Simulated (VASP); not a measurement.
# Li2S (Fm-3m) in VASP: notebook, part 2 of 2

VASP 6.6.1.

**3. Single point, PBE**

File INCAR:

```
SYSTEM = Li2S
ALGO     = Normal         ! electronic algorithm
EDIFF    = 1E-6           ! SCF threshold, eV
ENCUT    = 750            ! plane-wave cutoff, eV
GGA      = PE             ! functional
GGA_COMPAT= .False.      
ISIF     = 2              ! what is computed and relaxed
ISMEAR   = 0              ! smearing method
LASPH    = .True.         ! aspherical terms in the spheres
LCHARG   = .False.        ! write CHGCAR
LREAL    = .False.        ! projectors in reciprocal space
LWAVE    = .False.        ! write WAVECAR
NBANDS   = 13             ! bands
NELM     = 120            ! most SCF steps
PREC     = Accurate       ! precision mode
SIGMA    = 0.01           ! smearing width, eV
```

File KPOINTS:

```
k-points
0
Gamma
  7 7 7
  0 0 0
```

File POSCAR:

```
Li2S
1.0
    0.0000000000      2.8445000000      2.8445000000
    2.8445000000      0.0000000000      2.8445000000
    2.8445000000      2.8445000000      0.0000000000
Li S
2 1
Direct
    0.2500000000      0.2500000000      0.2500000000
    0.7500000000      0.7500000000      0.7500000000
    0.0000000000      0.0000000000      0.0000000000
```

Potentials or basis: VASP PAW PBE potentials, release 64 (Li_sv, S).

The run is started by

```console
cat potpaw_PBE.64/Li_sv/POTCAR potpaw_PBE.64/S/POTCAR > POTCAR
mpirun -np 1 vasp_std > vasp.out
```

OUTCAR:

```text
SYSTEM = Li2S
   EDIFF = 1E-6
   ENCUT = 750
   GGA = PE
   ISIF = 2
   ISMEAR = 0
   LASPH = .True.
   LREAL = .False.
   NELM = 120
   PREC = Accurate

 ion  position               nearest neighbor table
   1  0.250  0.250  0.250-   3 2.46   3 2.46   3 2.46   3 2.46
   2  0.750  0.750  0.750-   3 2.46   3 2.46   3 2.46   3 2.46
   3  0.000  0.000  0.000-   2 2.46   2 2.46   2 2.46   1 2.46   2 2.46   1 2.46   1 2.46   1 2.46

  LATTYP: Found a face centered cubic cell.
 ALAT       =     5.6890000000

  Lattice vectors:

[... 503 lines left out ...]

  FORCE on cell =-STRESS in cart. coord.  units (eV):
  Direction    XX          YY          ZZ          XY          YZ          ZX
  --------------------------------------------------------------------------------------
  -------------------------------------------------------------------------------------
  Total        0.0672866      0.0672866      0.0672866     -0.0000000      0.0000000     -0.0000000
  in kB        2.3420240      2.3420240      2.3420240     -0.0000000      0.0000000     -0.0000000
  external PRESSURE =       2.3420240 kB  Pullay stress =       0.0000000 kB

 VOLUME and BASIS-vectors are now :
 -----------------------------------------------------------------------------
  energy-cutoff  :      750.00
  volume of cell :       46.03
      direct lattice vectors                 reciprocal lattice vectors
     0.000000000  2.844500000  2.844500000    -0.175777817  0.175777817  0.175777817
     2.844500000  0.000000000  2.844500000     0.175777817 -0.175777817  0.175777817
     2.844500000  2.844500000  0.000000000     0.175777817  0.175777817 -0.175777817

 POSITION                                       TOTAL-FORCE (eV/Angst)
 -----------------------------------------------------------------------------------
      1.42225      1.42225      1.42225        -0.000000     -0.000000     -0.000000
      4.26675      4.26675      4.26675         0.000000      0.000000      0.000000
      0.00000      0.00000      0.00000        -0.000000     -0.000000      0.000000
 -----------------------------------------------------------------------------------
    total drift:                                0.000000      0.000000      0.000000

  FREE ENERGIE OF THE ION-ELECTRON SYSTEM (eV)
  ---------------------------------------------------
  free  energy   TOTEN  =       -11.9946408116 eV

  energy  without entropy=      -11.9946408116  energy(sigma->0) =      -11.99464081
```

OSZICAR:

```text
N       E                     dE             d eps       ncg     rms          rms(c)
DAV:   1     0.549540700489E+02    0.54954E+02   -0.62976E+03   520   0.114E+03
DAV:   2    -0.430379652798E+01   -0.59258E+02   -0.56490E+02   626   0.228E+02
DAV:   3    -0.121116839933E+02   -0.78079E+01   -0.77545E+01   983   0.517E+01
DAV:   4    -0.122917916967E+02   -0.18011E+00   -0.18003E+00   711   0.113E+01
DAV:   5    -0.122969007613E+02   -0.51091E-02   -0.51088E-02   824   0.146E+00    0.388E+00
DAV:   6    -0.119996592408E+02    0.29724E+00   -0.50468E-01   659   0.283E+00    0.291E+00
DAV:   7    -0.119840600123E+02    0.15599E-01   -0.13718E-01   742   0.166E+00    0.181E+00
DAV:   8    -0.119950057204E+02   -0.10946E-01   -0.26612E-02   694   0.920E-01    0.768E-01
DAV:   9    -0.119944311229E+02    0.57460E-03   -0.94878E-04   721   0.181E-01    0.455E-01
DAV:  10    -0.119946653995E+02   -0.23428E-03   -0.14624E-03   580   0.184E-01    0.255E-01
DAV:  11    -0.119946386387E+02    0.26761E-04   -0.90796E-05   757   0.595E-02    0.933E-02
DAV:  12    -0.119946406045E+02   -0.19658E-05   -0.25182E-06   650   0.120E-02    0.671E-02
DAV:  13    -0.119946407798E+02   -0.17533E-06   -0.11001E-05   651   0.155E-02    0.375E-03
DAV:  14    -0.119946408116E+02   -0.31744E-07   -0.35885E-07   434   0.526E-03
   1 F= -.11994641E+02 E0= -.11994641E+02  d E =-.750929E-34
```

stdout:

```text
POSCAR found type information on POSCAR LiS
 POSCAR found :  2 types and       3 ions
 scaLAPACK will be used
 LDA part: xc-table for (Slater+PW92), standard interpolation
 POSCAR, INCAR and KPOINTS ok, starting setup
 FFT: planning ... GRIDC
 FFT: planning ... GRID_SOFT
 FFT: planning ... GRID
 WAVECAR not read
 entering main loop
```

Run time: 9.4 s. Hardware: 1 thread of Intel Xeon 6975P-C (Granite Rapids), shared host; peak memory 0.19 GiB.

What came out:

```yaml
Free_energy: -11.9946 eV
Pressure: 0.2 GPa
Band_gap_on_the_k_mesh: 3.54 eV (least direct gap 4.29 eV)
```

Caveat: an odd mesh through Γ misses points on the zone boundary, where band edges can lie.

**4. Single point, PBE**

File INCAR:

```
PREC     = Accurate       # precision mode
ENCUT    = 750            # plane-wave cutoff, eV
EDIFF    = 1E-6           # SCF threshold, eV
ISMEAR   = 0              # smearing method
SIGMA    = 0.01           # smearing width, eV
LREAL    = False          # projectors in reciprocal space
LASPH    = True           # aspherical terms in the spheres
NELM     = 120            # most SCF steps
ALGO     = Normal         # electronic algorithm
ISIF     = 2              # what is computed and relaxed
LWAVE    = False          # write WAVECAR
LCHARG   = False          # write CHGCAR
GGA      = PE             # functional
NBANDS   = 13             # bands
GGA_COMPAT= False
```

File KPOINTS:

```
Automatic mesh
0
Gamma
  8 8 8
```

POSCAR is that of step 3.

The run is started by

```console
cat potpaw_PBE.64/Li_sv/POTCAR potpaw_PBE.64/S/POTCAR > POTCAR
mpirun -np 1 vasp_std > vasp.out
```

Wall time 12 s (1 thread of Intel Xeon 6975P-C (Granite Rapids), shared host); peak memory 0.2 GiB.

Results (log left out):

| Item | Value |
| --- | --- |
| Free energy | -11.9947 eV |
| Pressure | 0.2 GPa |
| Band gap on the k mesh | 3.39 eV (least direct gap 4.29 eV) |

Levels at points of the mesh, in eV from the valence-band top:
```
           k point  band 3  band 4  band 5  band 6  band 7  band 8  band 9  band 10
(0.00, 0.00, 0.00)  -11.04    0.00    0.00    0.00    4.29    6.23    6.23     6.23
(0.50, 0.00, 0.00)  -10.60   -2.89   -0.51   -0.51    6.13    6.58    6.58     8.44
(0.50, 0.50, 0.00)  -10.47   -2.18   -1.43   -1.43    3.39    7.10   11.13    11.13
```

**5. Summary**

```tsv
k mesh	gap on the mesh (eV)	pressure (GPa)
6 × 6 × 6	3.39	0.2
7 × 7 × 7	3.54	0.2
8 × 8 × 8	3.39	0.2
```

Alike in all rows: task single point; level PBE; potentials or basis VASP PAW PBE potentials, release 64 (Li_sv, S); no spin polarisation; cell as given; cutoff (eV) 750; smearing gaussian 0.01 eV.

Caveats: an odd mesh through Γ misses points on the zone boundary, where band edges can lie (at least some runs).

Absolute energies hang on the potentials; compare differences alone.
